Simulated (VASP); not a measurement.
Input of a VASP 6.6.1 run:

INCAR

```
SYSTEM = Si
ALGO = Normal
EDIFF = 1E-6
EDIFFG = -0.03
ENCUT = 520
GGA = PS
IBRION = 2
ISIF = 2
ISMEAR = 0
LASPH = .TRUE.
LCHARG = .FALSE.
LREAL = Auto
LWAVE = .FALSE.
NELM = 60
NSW = 80
PREC = Accurate
SIGMA = 0.05
```

Contents of KPOINTS:

```
k-points
0
G
  2 2 2
  0 0 0
```

POSCAR

```
Si
1.0
    0.0000000000      5.4300000000      5.4300000000
    5.4300000000      0.0000000000      5.4300000000
    5.4300000000      5.4300000000      0.0000000000
Si
17
Direct
    0.0000000000      0.0000000000      0.0000000000
    0.1250000000      0.1250000000      0.1250000000
    0.0000000000      0.0000000000      0.5000000000
    0.1250000000      0.1250000000      0.6250000000
    0.0000000000      0.5000000000      0.0000000000
    0.1250000000      0.6250000000      0.1250000000
    0.0000000000      0.5000000000      0.5000000000
    0.1250000000      0.6250000000      0.6250000000
    0.5000000000      0.0000000000      0.0000000000
    0.6250000000      0.1250000000      0.1250000000
    0.5000000000      0.0000000000      0.5000000000
    0.6250000000      0.1250000000      0.6250000000
    0.5000000000      0.5000000000      0.0000000000
    0.6250000000      0.6250000000      0.1250000000
    0.5000000000      0.5000000000      0.5000000000
    0.6250000000      0.6250000000      0.6250000000
    0.7420102000      0.2547497000      0.2532842000
```

Potentials or basis: VASP PAW PBE potentials, release 64 (Si).

The run is started by

```console
$ cat potpaw_PBE.64/Si/POTCAR > POTCAR
$ mpirun -np 1 vasp_std > vasp.out
```

Task: Estimate the band gap on the k mesh.

Result: Zero (bands 34 and 35 overlap by 0.25 eV).

Task: What does it give for the energy gained by relaxing?

Result: 7.6 meV/atom.

The path:
```csv
step,energy change (eV),largest force (eV/Å),pressure (GPa)
1,0.0000,1.0462,3.99
2,-0.1238,0.1401,3.51
3,-0.1247,0.1478,3.47
4,-0.1277,0.0780,3.47
5,-0.1278,0.0880,3.47
6,-0.1285,0.0373,3.48
7,-0.1286,0.0209,3.48
```

Caveat: the k points lie up to 0.50 Å⁻¹ apart; the PAW data sets were made with another functional, which shifts forces and pressure a little.
